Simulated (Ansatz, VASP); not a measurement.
## One calculation of SnO, two programs

Contents of INCAR:

```
SYSTEM = SnO
ALGO     = Normal         ! electronic algorithm
EDIFF    = 1E-7           ! SCF threshold, eV
ENCUT    = 520            ! plane-wave cutoff, eV
GGA      = PE             ! functional
ISIF     = 2              ! what is computed and relaxed
ISMEAR   = -1             ! smearing method
LASPH    = .TRUE.         ! aspherical terms in the spheres
LCHARG   = .FALSE.        ! write CHGCAR
LREAL    = .FALSE.        ! projectors in reciprocal space
LWAVE    = .FALSE.        ! write WAVECAR
NBANDS   = 17             ! bands
NELM     = 80             ! most SCF steps
PREC     = Accurate       ! precision mode
SIGMA    = 0.02           ! smearing width, eV
```

The input KPOINTS:

```
k-points
0
G
  6 6 6
  0 0 0
```

POSCAR

```
SnO
1.0
    0.0000000000      2.7385992902      2.7385992902
    2.7385992902      0.0000000000      2.7385992902
    2.7385992902      2.7385992902      0.0000000000
Sn O
1 1
Direct
    0.0000000000      0.0000000000      0.0000000000
    0.2500000000      0.2500000000      0.2500000000
```

Input for Ansatz:

```yaml
crystal:
  lattice:
    - [0.0, 2.7385992902, 2.7385992902]
    - [2.7385992902, 0.0, 2.7385992902]
    - [2.7385992902, 2.7385992902, 0.0]
  atoms:
    - { symbol: Sn, position: [0.0, 0.0, 0.0] }
    - { symbol: O, position: [0.25, 0.25, 0.25] }
kpoints:
  mp_grid: { grid: [6, 6, 6] }
hamiltonian:
  xc: pbe
scf:
  occupations: { method: fermi_dirac, width: 0.02 }
  n_extra_bands: 4
output:
  forces: true
  stress: true
  eigenvalues: true
```

Alike in both runs: task single point; functional PBE; k mesh 6 × 6 × 6; occupations fermi-dirac, width 0.02 eV; no spin polarisation.

```csv
,VASP,Ansatz
version,VASP 6.6.1,Ansatz 0.2.0
potentials or method,"VASP PAW PBE potentials, release 64 (Sn_d, O)","plane waves, PAW"
plane-wave cutoff (eV),520,420
valence electrons in the cell,20,20
```

|  | VASP | Ansatz | Ansatz less VASP |
| --- | --- | --- | --- |
| pressure (GPa) | 0.2 | 0.1 | -0.02 |
